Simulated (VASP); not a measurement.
**MgI2: single point with PBE**

The system is MgI2.

```
Mg I
1.0
     4.20720    0.00000   -0.46279
    -2.10360    3.64354    0.23140
    -0.85929    0.00000    7.60315
Mg I
1 2
Direct
  0.00000 0.00000 0.00000
  0.24708 0.66912 0.77738
  0.75292 0.33088 0.22262
```

This cell differs from its parent crystal: engineering shear strain xz -0.2200, normal strain along z -0.0267.

```yaml
Program: VASP 6.6.1
Task: single point
Functional: PBE
Potentials_or_basis: VASP PAW PBE potentials, release 64 (Mg, I)
Cutoff: 520 eV
k_mesh: 6 × 6 × 4
Occupations: gaussian, width 0.05 eV
Spin: no spin polarisation
```

The pressure is 0.1 GPa. The largest force is 0.015 eV/Å and the band gap on the k mesh is 3.45 eV, indirect (least direct gap 3.66 eV).

Forces in eV/Å, atoms in the order of the input:
```
Mg   0.000  0.000  0.000
I   -0.001 -0.002  0.015
I    0.001  0.002 -0.015
```

Stress tensor (GPa, compression positive):
```
-0.20  0.02  0.13
 0.02 -0.01  0.15
 0.13  0.15  0.37
```

Levels at points of the mesh, in eV from the valence-band top:
| k point | band 5 | band 6 | band 7 | band 8 | band 9 | band 10 | band 11 | band 12 |
| --- | --- | --- | --- | --- | --- | --- | --- | --- |
| (0.00, 0.00, 0.00) | -0.32 | -0.13 | -0.09 | 0.00 | 3.66 | 4.86 | 6.56 | 6.64 |
| (0.50, 0.00, 0.00) | -1.27 | -1.16 | -0.93 | -0.41 | 3.76 | 5.67 | 6.10 | 6.84 |
| (0.50, 0.50, 0.00) | -1.42 | -1.17 | -0.45 | -0.32 | 3.47 | 5.24 | 5.52 | 7.10 |
| (0.00, 0.50, 0.00) | -1.50 | -1.18 | -0.61 | -0.50 | 3.64 | 5.36 | 6.00 | 7.41 |
| (0.00, 0.00, 0.50) | -0.36 | -0.31 | -0.07 | -0.03 | 4.38 | 4.82 | 6.60 | 6.63 |
| (0.50, 0.00, 0.50) | -1.32 | -1.15 | -0.46 | -0.32 | 3.45 | 5.22 | 5.53 | 6.82 |
| (0.50, 0.50, 0.50) | -1.18 | -1.11 | -0.92 | -0.45 | 3.74 | 5.76 | 6.10 | 6.31 |
| (0.00, 0.50, 0.50) | -1.23 | -1.01 | -0.72 | -0.44 | 3.55 | 5.36 | 5.65 | 6.40 |

It took 2.2 min on 1 thread of AMD EPYC 7R43 64-Core Processor (Zen 3) (shared host), peak memory 0.28 GiB.

Caveat: the cell differs from its parent crystal (engineering shear strain xz -0.2200, normal strain along z -0.0267); spin-orbit coupling is left out, which moves the levels of the heavy elements. A k mesh can miss the band edges.
